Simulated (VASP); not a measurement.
## CdSe: single point with r2SCAN

Crystal: CdSe.

```
Cd Se
1.0
     4.19104    0.00000    0.00000
    -2.09552    3.62954    0.00000
     0.00000    0.00000    7.19058
Cd Se
2 2
Direct
  0.66667 0.33333 0.00000
  0.33333 0.66667 0.50000
  0.66667 0.33333 0.37500
  0.33333 0.66667 0.87500
```

This cell differs from its parent crystal: strain -0.025 along x and y, +0.025 along z.

```
Program             : VASP 6.6.1
Task                : single point
Functional          : r2SCAN
Potentials or basis : VASP PAW PBE potentials, release 64 (Cd, Se)
Cutoff              : 520 eV
k mesh              : 6 × 6 × 4
Occupations         : gaussian, width 0.05 eV
Spin                : no spin polarisation
```

The pressure is 3.7 GPa. The largest force is 0.390 eV/Å and the band gap on the k mesh is 1.13 eV, direct.

Forces in eV/Å, atoms in the order of the input:
```
Cd   0.000  0.000  0.390
Cd   0.000  0.000  0.390
Se   0.000  0.000 -0.390
Se   0.000  0.000 -0.390
```

Stress tensor (GPa, compression positive):
```
5.33 0.00 0.00
0.00 5.33 0.00
0.00 0.00 0.36
```

Levels at points of the mesh, in eV from the valence-band top:
```csv
k point,band 14,band 15,band 16,band 17,band 18,band 19,band 20,band 21,band 22,band 23
"(0.00, 0.00, 0.00)",-0.70,-0.70,-0.25,0.00,0.00,1.13,2.92,6.19,6.54,6.54
"(0.50, 0.00, 0.00)",-3.94,-2.85,-1.92,-1.49,-0.89,3.58,3.83,4.84,6.31,6.99
"(0.00, 0.00, 0.50)",-2.87,-0.36,-0.36,-0.36,-0.36,2.93,2.93,6.12,6.12,6.93
"(0.50, 0.00, 0.50)",-4.47,-1.63,-1.63,-1.44,-1.44,3.20,3.20,5.17,5.17,8.16
```

Run time: 2.4 min on 1 thread of Intel(R) Xeon(R) Platinum 8259CL CPU @ 2.50GHz (Skylake/Cascade Lake), on a shared host, peak memory 0.26 GiB.

Caveat: the cell differs from its parent crystal (strain -0.025 along x and y, +0.025 along z); the PAW data sets were made with another functional, which shifts forces and pressure a little.
